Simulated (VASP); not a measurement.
## Mg: relaxation of cell and atoms with PBEsol

The system is Mg.

```
Mg
1.0
     3.17202    0.00000    0.00000
    -1.58601    2.74705    0.00000
     0.00000    0.00000    5.14120
Mg
2
Direct
  0.33333 0.66667 0.25000
  0.66667 0.33333 0.75000
```

```yaml
Program: VASP 6.6.1
Task: relaxation of cell and atoms
Functional: PBEsol
Potentials_or_basis: VASP PAW PBE potentials, release 64 (Mg)
Cutoff: 600 eV
k_mesh: 18 × 18 × 8
Occupations: gaussian, width 0.1 eV
Spin: no spin polarisation
Dipole_correction: no
Further_INCAR_settings: ALGO = Fast; EDIFF = 1e-06; IBRION = 2; EDIFFG = -0.005; NSW = 100; ISIF = 3
```

* Relaxed volume: 22.48 Å³/atom
* Relaxed cell: a = 3.187 Å, b = 3.187 Å, c = 5.109 Å, α = 90.00°, β = 90.00°, γ = 120.00°
* Space group after relaxing (to 0.05 Å): P6_3/mmc (No. 194)
* Energy gained by relaxing: 0.3 meV/atom
* Ionic steps: 5
* Pressure after relaxing: 0.0 GPa
* Band gap on the k mesh: zero (band 2 reaches 3.72 eV, above the bottom of band 3 at 1.58 eV)

Step by step:
```csv
step,energy change (eV),largest force (eV/Å),pressure (GPa),volume (Å³)
1,0.0000,0.0000,0.12,44.80
2,-0.0003,0.0000,0.03,44.91
3,-0.0005,0.0000,-0.11,45.08
4,-0.0006,0.0000,-0.03,44.98
5,-0.0006,0.0000,-0.01,44.95
```

Final structure:
```
Mg
1.0
     3.18732    0.00000    0.00000
    -1.59366    2.76030    0.00000
     0.00000    0.00000    5.10947
Mg
2
Direct
  0.33333 0.66667 0.25000
  0.66667 0.33333 0.75000
```

Levels at points of the mesh, in eV from the Fermi level:
```
           k point  band 1  band 2  band 3  band 4  band 5  band 6
(0.00, 0.00, 0.00)   -7.03   -1.66   -1.13   10.90   10.90   11.03
(0.50, 0.00, 0.00)   -2.22   -2.20    2.70    3.04    3.42    3.79
(0.00, 0.00, 0.50)   -5.60   -5.60    5.28    5.28   11.67   11.67
(0.50, 0.00, 0.50)   -1.15   -1.15   -0.47   -0.47    8.05    8.08
```

Wall time 81 s on 1 thread of Intel Xeon 6975P-C, with other jobs on the host, peak memory 0.23 GiB.

Caveat: the PAW data sets were made with another functional, which shifts forces and pressure a little.
